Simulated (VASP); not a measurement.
Input of a VASP 6.6.1 run:

File INCAR:

```
SYSTEM = SnO
PREC = Accurate
ENCUT = 520
EDIFF = 1E-7
ISMEAR = 0
SIGMA = 0.02
LREAL = .False.
LASPH = .True.
NELM = 60
ALGO = Normal
ISIF = 2
LWAVE = .False.
LCHARG = .True.
LDIPOL = .True.
IDIPOL = 3
DIPOL = 0.5 0.5 0.500
GGA = PE
IVDW = 12
LELF = .True.
LVHAR = .True.
LVACPOTAV = .True.
NBANDS = 28
```

KPOINTS

```
Automatic mesh
0
Gamma
  6 6 1
  0 0 0
```

Contents of POSCAR:

```
SnO
1.0
    3.8205592230     -0.0000144282      0.0000000000
    0.0000145033      3.8205592230      0.0000000000
    0.0000000000      0.0000000000     30.6349243709
Sn O
2 2
Direct
    0.7499972411      0.2500027589      0.4614157248
    0.2499972411      0.7500027589      0.5385842752
    0.2499972411      0.2500027589      0.5000000000
    0.7499972411      0.7500027589      0.5000000000
```

Potentials or basis: VASP PAW PBE potentials, release 64 (Sn_d, O).

Run with:

```bash
$ cat potpaw_PBE.64/Sn_d/POTCAR potpaw_PBE.64/O/POTCAR > POTCAR
$ mpirun -np 1 vasp_std > vasp.out
```

(1) Estimate the ionisation potential of the upper face.

(2) What does it give for the largest force?

Results:

(1) 5.40 eV.

(2) 0.086 eV/Å.

Caveat: the cell differs from its parent crystal (atoms taken out).
